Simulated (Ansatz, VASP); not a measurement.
## Two plane-wave programs on AlZn3

```
Al Zn
1.0
     5.03759    0.00000    0.00000
     0.00000    5.03759    0.00000
     0.00000    0.00000    5.03759
Al Zn
2 6
Direct
  0.00000 0.00000 0.00000
  0.50000 0.50000 0.50000
  0.25000 0.00000 0.50000
  0.50000 0.75000 0.00000
  0.75000 0.00000 0.50000
  0.50000 0.25000 0.00000
  0.00000 0.50000 0.75000
  0.00000 0.50000 0.25000
```

Change from the starting cell: species swapped into the Cr3Ga type (Pm-3n, No. 223).

Alike in both runs: functional PBE; k mesh 4 × 4 × 4; occupations gaussian, width 0.1 eV; no spin polarisation.

Ansatz relaxed the structure, and its values are those at the end. VASP's run is a single point on that final structure, the one shown.

|  | VASP | Ansatz |
| --- | --- | --- |
| version | VASP 6.6.1 | Ansatz 0.2.0 |
| potentials or method | VASP PAW PBE potentials, release 64 (Al, Zn), cutoff 520 eV | scalar-relativistic, plane waves, PAW |
| valence electrons in the cell | 78 | 78 |

Ansatz gave:

| Property | Result |
| --- | --- |
| gap on the k mesh at the Fermi level (eV) | none |
| pressure (GPa) | 0.1 |

Estimate VASP's values.

gap on the k mesh at the Fermi level (eV): none; pressure (GPa): 0.4.

A gap of «none» marks a metal or a gap that the smearing closes. The functional is the same, so the differences come from potentials, cutoffs and numerics.
